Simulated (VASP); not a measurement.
Crystal: AgCl.

```
Ag Cl
1.0
     0.00000    2.77099    2.77099
     2.77099    0.00000    2.77099
     2.77099    2.77099    0.00000
Ag Cl
1 1
Direct
  0.00000 0.00000 0.00000
  0.50000 0.50000 0.50000
```

Base run:

```yaml
Program: VASP 6.6.1
Functional: PBEsol
Potentials_or_basis: VASP PAW PBE potentials, release 64 (Ag, Cl)
Cutoff: 520 eV
k_mesh: 8 × 8 × 8
Occupations: fermi-dirac, width 0.05 eV
Spin: no spin polarisation
```

Its results: band gap on the k mesh 0.73 eV (least direct gap 3.05 eV); pressure -2.6 GPa.

Q: The run is repeated on the same cell with these changes: functional from PBEsol to PBE. What comes out?

A: Band gap on the k mesh 0.91 eV (least direct gap 3.19 eV); pressure 1.6 GPa.

PBE binds less tightly than PBEsol, so the same cell stands under more pressure.

Caveats: the PAW data sets were made with another functional, which shifts forces and pressure a little (at least some runs).

A k mesh can miss the band edges.
